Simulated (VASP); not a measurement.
Sb:

```
Sb
1.0
     2.15420    1.24373    3.75800
    -2.15420    1.24373    3.75800
     0.00000   -2.48746    3.75800
Sb
2
Direct
  0.23349 0.23349 0.23349
  0.76651 0.76651 0.76651
```

Base run:

| Quantity | Value |
| --- | --- |
| Program | VASP 6.6.1 |
| Functional | PBE |
| Potentials or basis | VASP PAW PBE potentials, release 64 (Sb) |
| Cutoff | 500 eV |
| k mesh | 6 × 6 × 6 |
| Occupations | methfessel-paxton, width 0.05 eV |
| Spin | no spin polarisation |

Its results: band gap on the k mesh zero (band 5 reaches 7.35 eV, above the bottom of band 6 at 7.08 eV); pressure 2.9 GPa; largest force 0.104 eV/Å.

Task: After a change of settings the same cell gave: band gap on the k mesh 1.29 eV, indirect (least direct gap 1.32 eV); pressure 3.5 GPa; largest force 0.089 eV/Å. Which change was it?
A. k mesh from 6 × 6 × 6 to 4 × 4 × 4
B. k mesh from 6 × 6 × 6 to 2 × 2 × 2
C. k mesh from 6 × 6 × 6 to 3 × 3 × 3
D. k mesh from 6 × 6 × 6 to 5 × 5 × 5

Result: C.

Caveats: some runs use coarse meshes; spin-orbit coupling is left out, which moves the levels of the heavy elements.
